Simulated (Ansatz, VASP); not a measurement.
Two plane-wave programs on WO

```
W O
1.0
     2.52111    0.00000    0.00000
     0.00000    2.52111    0.00000
     0.00000    0.00000    2.52111
W O
1 1
Direct
  0.00000 0.00000 0.00000
  0.50000 0.50000 0.50000
```

Alike in both runs: task relaxation of cell and atoms; functional PBE; k mesh 8 × 8 × 8; occupations gaussian, width 0.1 eV; no spin polarisation.

|  | VASP | Ansatz |
| --- | --- | --- |
| version | VASP 6.6.1 | Ansatz 0.2.0 |
| potentials or method | VASP PAW PBE potentials, release 64 (W_sv, O), cutoff 600 eV | scalar-relativistic, plane waves, PAW |
| valence electrons in the cell | 20 | 20 |

Ansatz gave:

| Quantity | Value |
| --- | --- |
| gap on the k mesh at the Fermi level, each at its own relaxed structure (eV) | none |
| relaxed volume (Å³/atom) | 11.28 |
| relaxed cell length with the largest relative difference (Å) | 2.825 |

Q: Which values does VASP return?

A: gap on the k mesh at the Fermi level, each at its own relaxed structure (eV): none; relaxed volume (Å³/atom): 11.31; relaxed cell length with the largest relative difference (Å): 2.828.

A gap of «none» marks a metal or a gap that the smearing closes.

Spin-orbit coupling is off throughout. Noted on VASP's run: the volume moved by over 15 % at a fixed basis, so the end points are rough.
